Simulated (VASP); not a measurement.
# MnO (Fm-3m) in VASP: single point with r2SCAN

Aim: the single point of MnO with r2SCAN.

Program: VASP 6.6.1. These are calculated values, not measurements. Logs are shortened: lines on timing, memory, paths and dates and some standing lists are left out, and cuts for length are marked.

## 1. The cell of the first run

Symmetry: Fm-3m, No. 225, cubic system. The conventional cell has a = 4.450 Å, b = 4.450 Å, c = 4.450 Å, α = 90.00°, β = 90.00°, γ = 90.00°. Within 2.9 Å of Mn (site symmetry m-3m) lie 6 O at 2.23 Å. O (site symmetry m-3m) has 6 Mn at 2.23 Å within 2.9 Å.

## 2. Single point, r2SCAN, collinear spin, ferromagnetic start

Input file POSCAR:

```
MnO
1.0
    1.5733685235      0.9083847406      2.5694005744
   -1.5733685235      0.9083847406      2.5694005744
    0.0000000000     -1.8167694811      2.5694005744
Mn O
1 1
Direct
    0.0000000000      0.0000000000      0.0000000000
    0.5000000000      0.5000000000      0.5000000000
```

Input file INCAR.step1:

```
PREC = Accurate ; ENCUT = 520
ISMEAR = 0 ; SIGMA = 0.1
LREAL = False ; LASPH = True
NELM = 150 ; ISPIN = 2
MAGMOM = 4.68 0.29 ; LMAXMIX = 4
NBANDS = 20 ; GGA = PE
ALGO = Normal ; EDIFF = 1E-4
LWAVE = True ; LCHARG = False
```

Input file INCAR.step2:

```
PREC = Accurate ; ENCUT = 520
EDIFF = 1E-6 ; ISMEAR = 0
SIGMA = 0.1 ; LREAL = False
LASPH = True ; NELM = 150
ALGO = Normal ; ISIF = 2
LWAVE = False ; LCHARG = True
ISPIN = 2 ; MAGMOM = 4.68 0.29
LORBIT = 11 ; LMAXMIX = 4
METAGGA = R2SCAN ; LMIXTAU = True
LELF = True ; LVHAR = True
NBANDS = 20 ; ISTART = 1
```

Input file KPOINTS:

```
regular mesh
0
Gamma
  18 18 18
```

Potentials or basis: VASP PAW PBE potentials, release 64 (Mn_pv, O).

On the command line:

```sh
> cat potpaw_PBE.64/Mn_pv/POTCAR potpaw_PBE.64/O/POTCAR > POTCAR
> cp INCAR.step1 INCAR
> mpirun -np 1 vasp_std > vasp.out
> cp INCAR.step2 INCAR
> mpirun -np 1 vasp_std > vasp.out
```

OUTCAR:

```text
PREC = Accurate
   ENCUT = 520
   EDIFF = 1E-6
   ISMEAR = 0
   LREAL = False
   LASPH = True
   NELM = 150
   ISIF = 2
   ISPIN = 2
   LORBIT = 11
   METAGGA = R2SCAN
   ISTART = 1

 ion  position               nearest neighbor table
   1  0.000  0.000  0.000-   2 2.23   2 2.23   2 2.23   2 2.23   2 2.23   2 2.23
   2  0.500  0.500  0.500-   1 2.23   1 2.23   1 2.23   1 2.23   1 2.23   1 2.23

  LATTYP: Found a trigonal (rhomboedric) cell.
 ALAT       =     3.1468191336
 COS(alpha) =     0.5000260852

  Lattice vectors:

 A1 = (   1.5733685235,   0.9083847406,   2.5694005744)
 A2 = (  -1.5733685235,   0.9083847406,   2.5694005744)
 A3 = (   0.0000000000,  -1.8167694811,   2.5694005744)

Analysis of symmetry for initial positions (statically):
=====================================================================
 Subroutine PRICEL returns:
 Original cell was already a primitive cell.

 Routine SETGRP: Setting up the symmetry group for a
 trigonal (rhombohedral) supercell.

 Subroutine GETGRP returns: Found 12 space group operations
 (whereof 12 operations were pure point group operations)
 out of a pool of 12 trial point group operations.

The static configuration has the point symmetry D_3d.

Analysis of symmetry for dynamics (positions and initial velocities):
=====================================================================
 Subroutine PRICEL returns:
 Original cell was already a primitive cell.

 Routine SETGRP: Setting up the symmetry group for a
 trigonal (rhombohedral) supercell.

 Subroutine GETGRP returns: Found 12 space group operations
 (whereof 12 operations were pure point group operations)
 out of a pool of 12 trial point group operations.

The dynamic configuration has the point symmetry D_3d.

Analysis of structural, dynamic, and magnetic symmetry:
=====================================================================
 Subroutine PRICEL returns:
 Original cell was already a primitive cell.

 Routine SETGRP: Setting up the symmetry group for a
 trigonal (rhombohedral) supercell.

 Subroutine GETGRP returns: Found 12 space group operations
 (whereof 12 operations were pure point group operations)
 out of a pool of 12 trial point group operations.

The overall configuration has the point symmetry D_3d.

 Subroutine INISYM returns: Found 12 space group operations
 (whereof 12 operations are pure point group operations),
 and found     1 'primitive' translations

----------------------------------------------------------------------------------------

                                     Primitive cell

  volume of cell :      22.0335

  direct lattice vectors                    reciprocal lattice vectors
     1.573368523  0.908384741  2.569400574     0.317789502  0.183475855  0.129731945
    -1.573368523  0.908384741  2.569400574    -0.317789502  0.183475855  0.129731945
     0.000000000 -1.816769481  2.569400574     0.000000000 -0.366951709  0.129731945

  length of vectors
     3.146819134  3.146819134  3.146819134     0.389209371  0.389209371  0.389209371

  position of ions in fractional coordinates (direct lattice)
     0.000000000  0.000000000  0.000000000
     0.500000000  0.500000000  0.500000000

  ion indices of the primitive-cell ions
   primitive index   ion index
                 1           1
                 2           2

----------------------------------------------------------------------------------------

 KPOINTS: regular mesh

Automatic generation of k-mesh.
 Grid dimensions read from file:
 generate k-points for:   18   18   18

 Generating k-lattice:

  Cartesian coordinates                     Fractional coordinates (reciprocal lattice)
     0.017654972  0.010193103  0.007207330     0.055555556  0.000000000  0.000000000
    -0.017654972  0.010193103  0.007207330     0.000000000  0.055555556  0.000000000
     0.000000000 -0.020386206  0.007207330    -0.000000000 -0.000000000  0.055555556

  Length of vectors
     0.021622743  0.021622743  0.021622743

  Shift w.r.t. Gamma in fractional coordinates (k-lattice)
     0.000000000  0.000000000  0.000000000

 Subroutine IBZKPT returns following result:
 ===========================================

 Found    580 irreducible k-points:

 Following reciprocal coordinates:
            Coordinates               Weight
  0.000000  0.000000  0.000000      1.000000
  0.055556  0.000000  0.000000      6.000000
  0.111111  0.000000  0.000000      6.000000
  0.166667  0.000000  0.000000      6.000000
  0.222222  0.000000  0.000000      6.000000
  0.277778 -0.000000  0.000000      6.000000
[... 16 lines left out ...]
 -0.277778  0.055556 -0.000000     12.000000
 -0.222222  0.055556  0.000000     12.000000
 [... further k-points ...]
   k-points           NKPTS =    580   k-points in BZ     NKDIM =    580   number of bands    NBANDS=     20
   number of dos      NEDOS =    301   number of ions     NIONS =      2
   total plane-waves  NPLWV =  13824
   dimension x,y,z NGX =    24 NGY =   24 NGZ =   24
   dimension x,y,z NGXF=    48 NGYF=   48 NGZF=   48
   ions per type =               1   1
   NGX,Y,Z   is equivalent  to a cutoff of  12.68, 12.68, 12.68 a.u.
   NGXF,Y,Z  is equivalent  to a cutoff of  25.36, 25.36, 25.36 a.u.
 SYSTEM =  unknown system
   PREC   = accura    normal or accurate (medium, high low for compatibility)
   ISTART =      1    job   : 0-new  1-cont  2-samecut
   ICHARG =      0    charge: 1-file 2-atom 10-const
   ISPIN  =      2    spin polarized calculation?
   LNONCOLLINEAR =      F non collinear calculations
   LSORBIT =      F    spin-orbit coupling
   LASPH  =      T    aspherical Exc in radial PAW
   ENCUT  =  520.0 eV  38.22 Ry    6.18 a.u.   5.85  5.85  5.85*2*pi/ulx,y,z
   NELM   =    150;   NELMIN=  2; NELMDL=  0     # of ELM steps
   EDIFF  = 0.1E-05   stopping-criterion for ELM
   LREAL  =      F    real-space projection
   EDIFFG = 0.1E-04   stopping-criterion for IOM
   NSW    =      0    number of steps for IOM
   IBRION =     -1    ionic relax: 0-MD 1-quasi-New 2-CG
   NFREE  =      0    steps in history (QN), initial steepest desc. (CG)
   ISIF   =      2    stress and relaxation
   ISYM   =      2    0-nonsym 1-usesym 2-fastsym
   POTIM  = 0.5000    time-step for ionic-motion
   TEBEG  =    0.0;   TEEND  =   0.0 temperature during run
   PSTRESS=    0.0 pullay stress
   NELECT =      19.0000    total number of electrons
   NUPDOWN=      -1.0000    fix difference up-down
   EMIN   =  10.00;   EMAX   =-10.00  energy-range for DOS
   EFERMI =   0.00;   METHOD = LEGACY
   ISMEAR =     0;   SIGMA  =   0.10  broadening in eV -4-tet -1-fermi 0-gaus
   EFERMI_NEDOS =   21; number of points for ismear=-14 and -15
   IALGO  =     38    algorithm
   IMIX   =      4    mixing-type and parameters
     AMIX     =   0.40;   BMIX     =  1.00
     AMIX_MAG =   1.60;   BMIX_MAG =  1.00
  volume/ion in A,a.u.               =      11.02        74.34
  Fermi-wavevector in a.u.,A,eV,Ry     =   1.558230  2.944628 33.036047  2.428081
  Thomas-Fermi vector in A             =   2.661765
   LORBIT       =     11    0 simple, 1 ext, 2 COOP (PROOUT), +10 PAW based schemes
   METAGGA = R2SCAN    functional components
   LHFCALC =     F    Hartree Fock is set to
   AEXX    =    0.0000 exact exchange contribution
   IVDW    =     0    specifies the selected vdW correction
   LEPSILON=     F    determine dielectric tensor
   LRPA    =     F    only Hartree local field effects (RPA)
 spin polarized calculation
 Gauss-broadening in eV      SIGMA  =   0.10
  energy-cutoff  :      520.00
  volume of cell :       22.03
 maximum number of plane-waves:       609
   NGX = 11   NGY = 11   NGZ = 11

 number of electron      18.9999991 magnetization       4.9998631

 Free energy of the ion-electron system (eV)
  ---------------------------------------------------
  ext. energy  EPLUGINS =         0.00000000
  ---------------------------------------------------
  free energy    TOTEN  =       -24.48583540 eV

  energy without entropy =      -24.48566796  energy(sigma->0) =      -24.48575168

 E-fermi :   7.3730     XC(G=0): -12.5164

 val. band max:        7.2704799547   @ k =   0.5000   0.0000   0.0000
 cond. band min:       7.4138750335   @ k =   0.0556   0.0556   0.0556
 fundamental gap:      0.1433950788
 Fermi energy:         7.3729557209

 spin component 1

 k-point     1 :       0.0000    0.0000    0.0000
  band No.  band energies     occupation
      1     -45.2839      1.00000
      2     -45.2839      1.00000
      3     -45.2838      1.00000
      4     -13.9324      1.00000
      5       3.4729      1.00000
      6       3.4732      1.00000
[... 12 lines left out ...]
     19      27.8809      0.00000
     20      27.8809      0.00000
[... 507 lines left out ...]
 k-point    24 :      -0.2222    0.0556    0.0000
  band No.  band energies     occupation
      1     -45.3122      1.00000
      2     -45.2895      1.00000
      3     -45.2867      1.00000
      4     -13.5036      1.00000
      5       0.6819      1.00000
      6       1.6856      1.00000
[... 12 lines left out ...]
     19      28.3560      0.00000
     20      31.6725      0.00000

 [... further k-points ...]

 spin component 2

 k-point     1 :       0.0000    0.0000    0.0000
  band No.  band energies     occupation
      1     -38.9028      1.00000
      2     -38.9028      1.00000
      3     -38.9026      1.00000
      4     -13.4071      1.00000
      5       4.0398      1.00000
      6       4.0400      1.00000
[... 12 lines left out ...]
     19      31.0434      0.00000
     20      31.0434      0.00000
[... 507 lines left out ...]
 k-point    24 :      -0.2222    0.0556    0.0000
  band No.  band energies     occupation
      1     -38.9434      1.00000
      2     -38.9101      1.00000
      3     -38.9061      1.00000
      4     -12.9656      1.00000
      5       1.7233      1.00000
      6       3.2026      1.00000
[... 12 lines left out ...]
     19      30.3395      0.00000
     20      34.3960      0.00000

 [... further k-points ...]

------------------------ aborting loop because EDIFF is reached ----------------------------------------

  FORCE on cell =-STRESS in cart. coord.  units (eV):
  Direction    XX          YY          ZZ          XY          YZ          ZX
  --------------------------------------------------------------------------------------
  -------------------------------------------------------------------------------------
  Total        0.0309401      0.0309401      0.0284289      0.0000000      0.0000000      0.0000000
  in kB        2.2498274      2.2498274      2.0672220      0.0000000      0.0000000      0.0000000
  external PRESSURE =       2.1889589 kB  Pullay stress =       0.0000000 kB

 VOLUME and BASIS-vectors are now :
 -----------------------------------------------------------------------------
  energy-cutoff  :      520.00
  volume of cell :       22.03
      direct lattice vectors                 reciprocal lattice vectors
     1.573368523  0.908384741  2.569400574     0.317789502  0.183475855  0.129731945
    -1.573368523  0.908384741  2.569400574    -0.317789502  0.183475855  0.129731945
     0.000000000 -1.816769481  2.569400574     0.000000000 -0.366951709  0.129731945

 POSITION                                       TOTAL-FORCE (eV/Angst)
 -----------------------------------------------------------------------------------
      0.00000      0.00000      0.00000         0.000000     -0.000000      0.000000
      0.00000      0.00000      3.85410        -0.000000      0.000000     -0.000000
 -----------------------------------------------------------------------------------
    total drift:                               -0.000000     -0.000000     -0.000000

  FREE ENERGIE OF THE ION-ELECTRON SYSTEM (eV)
  ---------------------------------------------------
  free  energy   TOTEN  =       -24.4858353951 eV

  energy  without entropy=      -24.4856679569  energy(sigma->0) =      -24.48575168

 total charge

# of ion       s       p       d       tot
------------------------------------------
    1        0.207   6.170   4.961  11.338
    2        1.559   3.469   0.000   5.028
--------------------------------------------------
tot          1.766   9.640   4.961  16.366

 magnetization (x)

# of ion       s       p       d       tot
------------------------------------------
    1        0.028   0.022   4.494   4.544
    2        0.031   0.201   0.000   0.232
--------------------------------------------------
tot          0.060   0.223   4.494   4.776
```

Wall time 24 min (1 thread of Oxide Virtual Turin-like, shared host); peak memory 0.42 GiB.

Results:

```
Free energy                                           : -24.4858 eV
Pressure                                              : 0.2 GPa
Band gap on the k mesh                                : zero (filled and empty bands overlap)
Net moment                                            : 5.00 μB per cell
Site moments                                          : Mn +4.54; O +0.23 μB
Valence electrons inside the program's atomic spheres : Mn 11.34; O 5.03
```

Caveat: the PAW data sets were made with another functional, which shifts forces and pressure a little; a cell with one magnetic atom can't hold antiferromagnetic order, which such compounds often take; semilocal functionals often make such compounds metallic where correlation or magnetic order opens a gap, which also shifts bond lengths. With open d or f shells a metallic result of r2SCAN can be an artefact of self-interaction; +U or a hybrid may open a gap.

The gap in the log of VASP goes by the Fermi energy; the results here count the filled bands.